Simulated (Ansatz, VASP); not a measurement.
## SiO: VASP beside Ansatz

```
CELL_PARAMETERS angstrom
0.00000 2.43364 2.43364
2.43364 0.00000 2.43364
2.43364 2.43364 0.00000
ATOMIC_POSITIONS crystal
Si 0.75000 0.75000 0.75000
O 0.00000 0.00000 0.00000
```

Alike in both runs: task relaxation of cell and atoms; functional r2SCAN; dispersion D3(BJ); k mesh 9 × 9 × 9; occupations fermi-dirac, width 0.05 eV; no spin polarisation.

```csv
,VASP,Ansatz
version,VASP 6.6.1,Ansatz 0.2.0
potentials or method,"VASP PAW PBE potentials, release 64 (Si, O)",Ansatz PAW
plane-wave cutoff (eV),600,500
valence electrons in the cell,10,10
```

Ansatz gave:

```
gap on the k mesh at the Fermi level, each at its own relaxed structure (eV) : none
relaxed volume (Å³/atom)                                                     : 14.63
relaxed cell length with the largest relative difference (Å)                 : 3.459
```

Question: Which values does VASP return?

Answer: gap on the k mesh at the Fermi level, each at its own relaxed structure (eV): none; relaxed volume (Å³/atom): 14.62; relaxed cell length with the largest relative difference (Å): 3.458.

VASP's potentials were made for PBE, not for r2SCAN. A gap of «none» marks a metal or a gap that the smearing closes.

Noted on Ansatz's run: the plane-wave basis is chosen anew once the cell has moved, so the energies of steps on either side of that aren't comparable.
